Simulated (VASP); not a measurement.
# AlRu (NiAs type) (P6_3/mmc) in VASP: notebook

AlRu (NiAs type) is run at these levels: PBE; tasks: single point.

Program: VASP 6.6.1. These are calculated values, not measurements. Logs are shortened: lines on timing, memory, paths and dates and some standing lists are left out, and cuts for length are marked.

### 1 The cell of the first run

It takes space group P6_3/mmc (No. 194, hexagonal). The conventional cell has a = 2.357 Å, b = 2.357 Å, c = 6.462 Å, α = 90.00°, β = 90.00°, γ = 120.00°. Ru (site symmetry -3m) has 6 Al at 2.11 Å and 6 Ru at 2.36 Å within 2.8 Å. Within 2.8 Å of Al (site symmetry -6m2) lie 6 Ru at 2.11 Å and 6 Al at 2.36 Å.

### 2 Single point, PBE

INCAR reads:

```
PREC     = Accurate       # precision mode
ENCUT    = 520            # plane-wave cutoff, eV
EDIFF    = 1E-7           # SCF threshold, eV
ISMEAR   = -1             # smearing method
SIGMA    = 0.08           # smearing width, eV
LREAL    = F              # projectors in reciprocal space
LASPH    = T              # aspherical terms in the spheres
NELM     = 80             # most SCF steps
ALGO     = Normal         # electronic algorithm
ISIF     = 2              # what is computed and relaxed
LWAVE    = F              # write WAVECAR
LCHARG   = F              # write CHGCAR
GGA      = PE             # functional
NBANDS   = 25             # bands
```

KPOINTS reads:

```
Automatic mesh
0
Gamma
  11 11 6
```

POSCAR reads:

```
AlRu
1.0
    2.3568617904      0.0000000000      0.0000000000
   -1.1784308952      2.0411021837      0.0000000000
    0.0000000000      0.0000000000      6.4615158918
Ru Al
2 2
Direct
    0.0000000000      0.0000000000      0.0000000000
    0.0000000000      0.0000000000      0.5000000000
    0.3333333333      0.6666666667      0.2500000000
    0.6666666667      0.3333333333      0.7500000000
```

Potentials or basis: VASP PAW PBE potentials, release 64 (Ru_pv, Al).

Run with:

```console
cat potpaw_PBE.64/Ru_pv/POTCAR potpaw_PBE.64/Al/POTCAR > POTCAR
mpirun -np 1 vasp_std > vasp.out
```

OUTCAR:

```text
PREC = Accurate
   ENCUT = 520
   EDIFF = 1E-7
   ISMEAR = -1
   LREAL = F
   LASPH = T
   NELM = 80
   ISIF = 2
   GGA = PE

 ion  position               nearest neighbor table
   1  0.000  0.000  0.000-   3 2.11   4 2.11   4 2.11   3 2.11   4 2.11   3 2.11   3 3.16   4 3.16
                             3 3.16   4 3.16   3 3.16   4 3.16   2 3.23   2 3.23
   2  0.000  0.000  0.500-   3 2.11   4 2.11   4 2.11   3 2.11   4 2.11   3 2.11   3 3.16   4 3.16
                             3 3.16   4 3.16   3 3.16   4 3.16   1 3.23   1 3.23
   3  0.333  0.667  0.250-   1 2.11   2 2.11   1 2.11   2 2.11   1 2.11   2 2.11   1 3.16   2 3.16
                             1 3.16   2 3.16   1 3.16   2 3.16
   4  0.667  0.333  0.750-   1 2.11   2 2.11   1 2.11   2 2.11   1 2.11   2 2.11   1 3.16   2 3.16
                             1 3.16   2 3.16   1 3.16   2 3.16

  LATTYP: Found a hexagonal cell.
 ALAT       =     2.3568617904
 C/A-ratio  =     2.7415760729

  Lattice vectors:

 A1 = (   2.3568617904,   0.0000000000,   0.0000000000)
 A2 = (  -1.1784308952,   2.0411021837,   0.0000000000)
 A3 = (   0.0000000000,   0.0000000000,   6.4615158918)

Analysis of symmetry for initial positions (statically):
=====================================================================
 Subroutine PRICEL returns:
 Original cell was already a primitive cell.

 Routine SETGRP: Setting up the symmetry group for a
 hexagonal supercell.

 Subroutine GETGRP returns: Found 24 space group operations
 (whereof 12 operations were pure point group operations)
 out of a pool of 24 trial point group operations.

The static configuration has the point symmetry D_3d.
 The point group associated with its full space group is D_6h.

Analysis of symmetry for dynamics (positions and initial velocities):
=====================================================================
 Subroutine PRICEL returns:
 Original cell was already a primitive cell.

 Routine SETGRP: Setting up the symmetry group for a
 hexagonal supercell.

 Subroutine GETGRP returns: Found 24 space group operations
 (whereof 12 operations were pure point group operations)
 out of a pool of 24 trial point group operations.

The dynamic configuration has the point symmetry D_3d.
 The point group associated with its full space group is D_6h.

 Subroutine INISYM returns: Found 24 space group operations
 (whereof 12 operations are pure point group operations),
 and found     1 'primitive' translations

----------------------------------------------------------------------------------------

                                     Primitive cell

  volume of cell :      31.0837

[... 84 lines left out ...]
   ISTART =      0    job   : 0-new  1-cont  2-samecut
   ICHARG =      2    charge: 1-file 2-atom 10-const
   ISPIN  =      1    spin polarized calculation?
   LNONCOLLINEAR =      F non collinear calculations
   LSORBIT =      F    spin-orbit coupling
   LASPH  =      T    aspherical Exc in radial PAW
   ENCUT  =  520.0 eV  38.22 Ry    6.18 a.u.   4.38  4.38 12.01*2*pi/ulx,y,z
   NELM   =     80;   NELMIN=  2; NELMDL= -5     # of ELM steps
   EDIFF  = 0.1E-06   stopping-criterion for ELM
   LREAL  =      F    real-space projection
   EDIFFG = 0.1E-05   stopping-criterion for IOM
   NSW    =      0    number of steps for IOM
   IBRION =     -1    ionic relax: 0-MD 1-quasi-New 2-CG
   NFREE  =      0    steps in history (QN), initial steepest desc. (CG)
   ISIF   =      2    stress and relaxation
   ISYM   =      2    0-nonsym 1-usesym 2-fastsym
   POTIM  = 0.5000    time-step for ionic-motion
   TEBEG  =    0.0;   TEEND  =   0.0 temperature during run
   PSTRESS=    0.0 pullay stress
   NELECT =      34.0000    total number of electrons
   NUPDOWN=      -1.0000    fix difference up-down
   EMIN   =  10.00;   EMAX   =-10.00  energy-range for DOS
   EFERMI =   0.00;   METHOD = LEGACY
   ISMEAR =    -1;   SIGMA  =   0.08  broadening in eV -4-tet -1-fermi 0-gaus
   EFERMI_NEDOS =   21; number of points for ismear=-14 and -15
   IALGO  =     38    algorithm
   IMIX   =      4    mixing-type and parameters
     AMIX     =   0.40;   BMIX     =  1.00
     AMIX_MAG =   1.60;   BMIX_MAG =  1.00
  volume/ion in A,a.u.               =       7.77        52.44
  Fermi-wavevector in a.u.,A,eV,Ry     =   1.686773  3.187539 38.711351  2.845204
  Thomas-Fermi vector in A             =   2.769378
   LORBIT       =      0    0 simple, 1 ext, 2 COOP (PROOUT), +10 PAW based schemes
   GGA     = PE    functional components
[... 5 lines left out ...]
 non-spin polarized calculation
  energy-cutoff  :      520.00
  volume of cell :       31.08
 maximum number of plane-waves:       876
 NGX is ok and might be reduce to    18

 number of electron      34.0000013 magnetization

 Free energy of the ion-electron system (eV)
  ---------------------------------------------------
  ext. energy  EPLUGINS =         0.00000000
  ---------------------------------------------------
  free energy    TOTEN  =        -8.47241596 eV

  energy without entropy =       -8.45663941  energy(sigma->0) =       -8.46452769

 E-fermi :  21.4394     XC(G=0): -15.6054

 val. band max:       21.4272258845   @ k =   0.4545   0.0000   0.3333
 cond. band min:      21.5116391216   @ k =   0.0909   0.0909   0.3333
 fundamental gap:      0.0844132371
 Fermi energy:        21.4393793415

 k-point     1 :       0.0000    0.0000    0.0000
  band No.  band energies     occupation
      1     -22.4588      2.00000
      2     -22.2502      2.00000
      3     -20.6169      2.00000
      4     -20.6169      2.00000
      5     -20.6137      2.00000
      6     -20.6137      2.00000
[... 661 lines left out ...]
     24      33.1137      0.00000
     25      33.4309      0.00000

 [... further k-points ...]
[... 5 lines left out ...]
  --------------------------------------------------------------------------------------
  -------------------------------------------------------------------------------------
  Total       79.6872080     79.6872080     79.5728069      0.0000000      0.0000000      0.0000000
  in kB     4107.3897343   4107.3897343   4101.4930542      0.0000000      0.0000000      0.0000000
  external PRESSURE =    4105.4241743 kB  Pullay stress =       0.0000000 kB

 VOLUME and BASIS-vectors are now :
 -----------------------------------------------------------------------------
  energy-cutoff  :      520.00
  volume of cell :       31.08
      direct lattice vectors                 reciprocal lattice vectors
     2.356861790  0.000000000  0.000000000     0.424293017  0.244965688  0.000000000
    -1.178430895  2.041102184  0.000000000     0.000000000  0.489931375  0.000000000
     0.000000000  0.000000000  6.461515892     0.000000000  0.000000000  0.154762445

 POSITION                                       TOTAL-FORCE (eV/Angst)
 -----------------------------------------------------------------------------------
      0.00000      0.00000      0.00000        -0.000000      0.000000      0.000000
      0.00000      0.00000      3.23076        -0.000000      0.000000      0.000000
     -0.00000      1.36073      1.61538         0.000000     -0.000000     -0.000000
      1.17843      0.68037      4.84614        -0.000000      0.000000      0.000000
 -----------------------------------------------------------------------------------
    total drift:                               -0.000000      0.000000      0.000000

  FREE ENERGIE OF THE ION-ELECTRON SYSTEM (eV)
  ---------------------------------------------------
  free  energy   TOTEN  =        -8.4724159571 eV

  energy  without entropy=       -8.4566394144  energy(sigma->0) =       -8.46452769
```

stdout:

```text
POSCAR found type information on POSCAR RuAl
 POSCAR found :  2 types and       4 ions
 scaLAPACK will be used
 LDA part: xc-table for (Slater+PW92), standard interpolation
 POSCAR, INCAR and KPOINTS ok, starting setup
 FFT: planning ... GRIDC
 FFT: planning ... GRID_SOFT
 FFT: planning ... GRID
 WAVECAR not read
 entering main loop
```

It took 56 s on 1 thread of AMD EPYC 7R43 (Zen 3), shared host; peak memory 0.13 GiB.

Results:

```yaml
Free_energy: -8.4724 eV
Pressure: 410.5 GPa
Band_gap_on_the_k_mesh: zero (band 17 reaches 24.54 eV, above the bottom of band 18 at 20.09 eV)
```

### 3 Single point, PBE

INCAR reads:

```
SYSTEM = AlRu
ALGO     = Normal         ! electronic algorithm
EDIFF    = 1E-7           ! SCF threshold, eV
ENCUT    = 520            ! plane-wave cutoff, eV
GGA      = PE             ! functional
ISIF     = 2              ! what is computed and relaxed
ISMEAR   = -1             ! smearing method
LASPH    = .True.         ! aspherical terms in the spheres
LCHARG   = .False.        ! write CHGCAR
LREAL    = .False.        ! projectors in reciprocal space
LWAVE    = .False.        ! write WAVECAR
NBANDS   = 25             ! bands
NELM     = 60             ! most SCF steps
PREC     = Accurate       ! precision mode
SIGMA    = 0.08           ! smearing width, eV
```

KPOINTS reads:

```
k-points
0
Gamma
  11 11 6
  0 0 0
```

POSCAR is that of step 2.

Potentials or basis: VASP PAW PBE potentials, release 64 (Ru_pv, Al).

Run with:

```console
cat potpaw_PBE.64/Ru_pv/POTCAR potpaw_PBE.64/Al/POTCAR > POTCAR
mpirun -np 1 vasp_std > vasp.out
```

Run time: 84 s. Hardware: 1 thread of AMD EPYC 7R43 (Zen 3), shared host; peak memory 0.14 GiB.

Results (log left out):

```
Free energy            : -8.4724 eV
Pressure               : 410.5 GPa
Band gap on the k mesh : zero (band 17 reaches 24.54 eV, above the bottom of band 18 at 20.09 eV)
```

Stress tensor (GPa, compression positive):
```
410.74   0.00   0.00
  0.00 410.74   0.00
  0.00   0.00 410.15
```

Levels at points of the mesh, in eV from the Fermi level:
| k point | band 13 | band 14 | band 15 | band 16 | band 17 | band 18 | band 19 | band 20 | band 21 | band 22 |
| --- | --- | --- | --- | --- | --- | --- | --- | --- | --- | --- |
| (0.00, 0.00, 0.00) | -4.13 | -4.13 | -4.05 | -0.74 | -0.74 | -0.01 | -0.01 | 0.92 | 9.09 | 10.86 |
| (0.00, 0.00, 0.50) | -4.14 | -4.14 | -1.48 | -1.48 | -0.40 | -0.40 | -0.40 | -0.40 | 10.04 | 10.04 |

### 4 Single point, PBE

This run uses another cell than the first one, of 9.04 Å³/atom, 1.164 times its volume.

INCAR reads:

```
SYSTEM = AlRu
PREC = Accurate
ENCUT = 520
EDIFF = 1E-6
ISMEAR = -1
SIGMA = 0.08
LREAL = .False.
LASPH = .True.
NELM = 80
ALGO = Normal
ISIF = 2
LWAVE = .False.
LCHARG = .True.
GGA = PE
LELF = .True.
LVHAR = .True.
NBANDS = 25
```

KPOINTS reads:

```
Automatic mesh
0
Gamma
  11 11 6
  0 0 0
```

POSCAR reads:

```
AlRu
1.0
    2.4760399276      0.0000000000      0.0000000000
   -1.2380199638      2.1443134781      0.0000000000
    0.0000000000      0.0000000000      6.8124706658
Ru Al
2 2
Direct
    0.0000000000      0.0000000000      0.0000000000
    0.0000000000      0.0000000000      0.5000000000
    0.3333333333      0.6666666667      0.2500000000
    0.6666666667      0.3333333333      0.7500000000
```

Potentials or basis: VASP PAW PBE potentials, release 64 (Ru_pv, Al).

Run with:

```console
cat potpaw_PBE.64/Ru_pv/POTCAR potpaw_PBE.64/Al/POTCAR > POTCAR
mpirun -np 1 vasp_std > vasp.out
```

OUTCAR:

```text
SYSTEM = AlRu
   PREC = Accurate
   ENCUT = 520
   EDIFF = 1E-6
   ISMEAR = -1
   LREAL = .False.
   LASPH = .True.
   NELM = 80
   ISIF = 2
   GGA = PE

 ion  position               nearest neighbor table
   1  0.000  0.000  0.000-   3 2.22   4 2.22   4 2.22   3 2.22   4 2.22   3 2.22   3 3.33   4 3.33
                             3 3.33   4 3.33   3 3.33   4 3.33
   2  0.000  0.000  0.500-   3 2.22   4 2.22   4 2.22   3 2.22   4 2.22   3 2.22   3 3.33   4 3.33
                             3 3.33   4 3.33   3 3.33   4 3.33
   3  0.333  0.667  0.250-   1 2.22   2 2.22   1 2.22   2 2.22   1 2.22   2 2.22   1 3.33   2 3.33
                             1 3.33   2 3.33   1 3.33   2 3.33
   4  0.667  0.333  0.750-   1 2.22   2 2.22   1 2.22   2 2.22   1 2.22   2 2.22   1 3.33   2 3.33
                             1 3.33   2 3.33   1 3.33   2 3.33

  LATTYP: Found a hexagonal cell.
 ALAT       =     2.4760399276
 C/A-ratio  =     2.7513573549

  Lattice vectors:

 A1 = (   2.4760399276,   0.0000000000,   0.0000000000)
 A2 = (  -1.2380199638,   2.1443134781,   0.0000000000)
 A3 = (   0.0000000000,   0.0000000000,   6.8124706658)

Analysis of symmetry for initial positions (statically):
=====================================================================
 Subroutine PRICEL returns:
 Original cell was already a primitive cell.

[... 173 lines left out ...]

 E-fermi :  17.9265     XC(G=0): -14.6986

 val. band max:       17.9220526181   @ k =   0.0000   0.0000   0.3333
 cond. band min:      17.9298814259   @ k =   0.0909  -0.0000   0.0000
 fundamental gap:      0.0078288078
 Fermi energy:        17.9265325955

 k-point     1 :       0.0000    0.0000    0.0000
  band No.  band energies     occupation
      1     -25.1355      2.00000
      2     -25.0275      2.00000
      3     -24.0192      2.00000
      4     -24.0192      2.00000
      5     -24.0174      2.00000
      6     -24.0174      2.00000
[... 661 lines left out ...]
     24      29.6216      0.00000
     25      30.1043      0.00000

 [... further k-points ...]
[... 5 lines left out ...]
  --------------------------------------------------------------------------------------
  -------------------------------------------------------------------------------------
  Total       50.5642702     50.5642702     50.5803902      0.0000000     -0.0000000      0.0000000
  in kB     2239.7717442   2239.7717443   2240.4857886      0.0000000     -0.0000000      0.0000000
  external PRESSURE =    2240.0097590 kB  Pullay stress =       0.0000000 kB

 VOLUME and BASIS-vectors are now :
 -----------------------------------------------------------------------------
  energy-cutoff  :      520.00
  volume of cell :       36.17
      direct lattice vectors                 reciprocal lattice vectors
     2.476039928  0.000000000  0.000000000     0.403870709  0.233174862  0.000000000
    -1.238019964  2.144313478  0.000000000     0.000000000  0.466349725  0.000000000
     0.000000000  0.000000000  6.812470666     0.000000000  0.000000000  0.146789623

 POSITION                                       TOTAL-FORCE (eV/Angst)
 -----------------------------------------------------------------------------------
      0.00000      0.00000      0.00000         0.000000      0.000000      0.000000
      0.00000      0.00000      3.40624         0.000000      0.000000      0.000000
     -0.00000      1.42954      1.70312         0.000000      0.000000     -0.000000
      1.23802      0.71477      5.10935        -0.000000     -0.000000     -0.000000
 -----------------------------------------------------------------------------------
    total drift:                               -0.000000      0.000000      0.000000

  FREE ENERGIE OF THE ION-ELECTRON SYSTEM (eV)
  ---------------------------------------------------
  free  energy   TOTEN  =       -18.2510978962 eV

  energy  without entropy=      -18.2254678379  energy(sigma->0) =      -18.23828287
```

stdout:

```text
POSCAR found type information on POSCAR RuAl
 POSCAR found :  2 types and       4 ions
 scaLAPACK will be used
 LDA part: xc-table for (Slater+PW92), standard interpolation
 POSCAR, INCAR and KPOINTS ok, starting setup
 FFT: planning ... GRIDC
 FFT: planning ... GRID_SOFT
 FFT: planning ... GRID
 WAVECAR not read
 entering main loop
```

Wall time 88 s (1 thread of AMD EPYC 7R43 (Zen 3), shared host); peak memory 0.14 GiB.

Results:

- Free energy: -18.2511 eV
- Pressure: 224.0 GPa
- Band gap on the k mesh: zero (band 17 reaches 20.88 eV, above the bottom of band 18 at 17.01 eV)

Levels at points of the mesh, in eV from the Fermi level:
```csv
k point,band 14,band 15,band 16,band 17,band 18,band 19,band 20,band 21
"(0.00, 0.00, 0.00)",-3.18,-3.18,-0.41,-0.41,0.14,0.14,0.42,9.51
"(0.00, 0.00, 0.50)",-3.18,-1.64,-1.64,-0.15,-0.15,-0.15,-0.15,9.88
```
